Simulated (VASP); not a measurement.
Set up this calculation in VASP 6.6.1, as the native input.

| Property | Result |
| --- | --- |
| Task | single point |
| Functional | PBEsol |
| Potentials or basis | VASP PAW PBE potentials, release 64 (B, N) |
| Cutoff | 520 eV |
| k mesh | 12 × 12 × 4 |
| Occupations | gaussian, width 0.05 eV |
| Spin | no spin polarisation |
| Dipole correction | no |
| Further INCAR settings | ALGO = Normal; EDIFF = 1e-07; NBANDS = 16 |

The structure of BN lies in POSCAR:

```
BN
1.0
    2.6233374884      0.0000000000      0.0000000000
   -1.3116687442      2.2718769077      0.0000000000
    0.0000000000      0.0000000000      7.0229367903
B N
2 2
Direct
    0.3333333333      0.6666666667      0.2500000000
    0.6666666667      0.3333333333      0.7500000000
    0.3333333333      0.6666666667      0.7500000000
    0.6666666667      0.3333333333      0.2500000000
```

This cell differs from its parent crystal: volume 10.464 Å^3 an atom, c/a of the conventional cell 2.6771.

These files were run (other wordings do the same):

INCAR

```
SYSTEM = BN
PREC     = Accurate       ! precision mode
ENCUT    = 520            ! plane-wave cutoff, eV
EDIFF    = 1E-7           ! SCF threshold, eV
ISMEAR   = 0              ! smearing method
SIGMA    = 0.05           ! smearing width, eV
LREAL    = .False.        ! projectors in reciprocal space
LASPH    = .True.         ! aspherical terms in the spheres
NELM     = 60             ! most SCF steps
ALGO     = Normal         ! electronic algorithm
ISIF     = 2              ! what is computed and relaxed
LWAVE    = .False.        ! write WAVECAR
LCHARG   = .False.        ! write CHGCAR
GGA      = PS             ! functional
NBANDS   = 16             ! bands
```

KPOINTS

```
regular mesh
0
Gamma
  12 12 4
  0 0 0
```

Potentials or basis: VASP PAW PBE potentials, release 64 (B, N).

Run with:

```sh
$ cat potpaw_PBE.64/B/POTCAR potpaw_PBE.64/N/POTCAR > POTCAR
$ mpirun -np 1 vasp_std > vasp.out
```

Results of the run:

```
Pressure               : -25.7 GPa
Band gap on the k mesh : 4.02 eV, indirect (least direct gap 4.25 eV)
```

Caveat: the PAW data sets were made with another functional, which shifts forces and pressure a little; this functional lacks dispersion, which binds the layers, so the pressure and a relaxed spacing across them are unreliable.

It took 37 s on 1 thread of AMD EPYC 7R13 Processor (Zen 3) (shared host), peak memory 0.14 GiB.
